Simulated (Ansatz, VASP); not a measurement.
# Two plane-wave programs on Si

The input POSCAR:

```
Si
1.0
    0.0000000000      2.7168139082      2.7168139082
    2.7168139082      0.0000000000      2.7168139082
    2.7168139082      2.7168139082      0.0000000000
Si
2
Direct
    0.7500000000      0.7500000000      0.7500000000
    0.5000000000      0.5000000000      0.5000000000
```

The input INCAR.step1:

```
PREC = Accurate ; ENCUT = 520
EDIFF = 1E-5 ; ISMEAR = 0
SIGMA = 0.01 ; LREAL = F
LASPH = T ; NELM = 80
ALGO = Normal ; ISIF = 2
LWAVE = T ; LCHARG = F
NBANDS = 11 ; GGA = PE
```

Contents of INCAR.step2:

```
PREC = Accurate ; ENCUT = 520
EDIFF = 1E-7 ; ISMEAR = 0
SIGMA = 0.01 ; LREAL = F
LASPH = T ; NELM = 80
ALGO = Normal ; ISIF = 2
LWAVE = F ; LCHARG = F
GGA = PE ; LHFCALC = T
AEXX = 0.25 ; PRECFOCK = Normal
NBANDS = 11 ; ISTART = 1
```

Contents of KPOINTS:

```
regular mesh
0
Gamma
  6 6 6
```

Input for Ansatz:

```yaml
crystal:
  lattice:
    - [0.0, 2.7168139082, 2.7168139082]
    - [2.7168139082, 0.0, 2.7168139082]
    - [2.7168139082, 2.7168139082, 0.0]
  atoms:
    - { symbol: Si, position: [0.75, 0.75, 0.75] }
    - { symbol: Si, position: [0.5, 0.5, 0.5] }
basis:
  ecutwfc: 420
kpoints:
  mp_grid: { grid: [6, 6, 6] }
  band_path:
    path:
      - [0.0, 0.0, 0.0]
      - [0.5, 0.0, 0.5]
      - [0.625, 0.25, 0.625]
      - [0.375, 0.375, 0.75]
      - [0.5, 0.5, 0.5]
      - [0.5, 0.25, 0.75]
      - [0.0, 0.421875, 0.421875]
    npoints: 1
hamiltonian:
  xc: pbe0
scf:
  occupations: { method: fixed }
  n_extra_bands: 4
output:
  eigenvalues: true
```

Alike in both runs: task single point; functional PBE0; k mesh 6 × 6 × 6; no spin polarisation.

```csv
,VASP,Ansatz
version,VASP 6.6.1,Ansatz 0.2.0
potentials or method,"VASP PAW PBE potentials, release 64 (Si), cutoff 520 eV","scalar-relativistic, plane waves, PAW"
occupations,"gaussian, width 0.01 eV",fixed
valence electrons in the cell,8,8
```

|  | VASP | Ansatz | Ansatz less VASP |
| --- | --- | --- | --- |
| gap on the k mesh at the Fermi level (eV) | 1.97 | 1.94 | -0.036 |
| least direct gap on the mesh (eV) | 4.01 | 3.97 | -0.037 |
